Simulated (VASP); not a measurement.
Ag:

```
Ag
1.0
     0.00000    2.08281    2.08281
     2.08281    0.00000    2.08281
     2.08281    2.08281    0.00000
Ag
1
Direct
  0.00000 0.00000 0.00000
```

Base run:

| Quantity | Value |
| --- | --- |
| Program | VASP 6.6.1 |
| Functional | revPBE |
| Potentials or basis | VASP PAW PBE potentials, release 64 (Ag) |
| Cutoff | 520 eV |
| k mesh | 11 × 11 × 11 |
| Occupations | fermi-dirac, width 0.05 eV |
| Spin | no spin polarisation |

Its results: pressure 1.4 GPa.

Question: The run is repeated on the same cell with these changes: functional from revPBE to LDA; potentials or basis from VASP PAW PBE potentials, release 64 (Ag) to VASP PAW LDA potentials, release 64 (Ag). What comes out?

Answer: Pressure -11.9 GPa.

Caveats: the PAW data sets were made with another functional, which shifts forces and pressure a little (some runs).
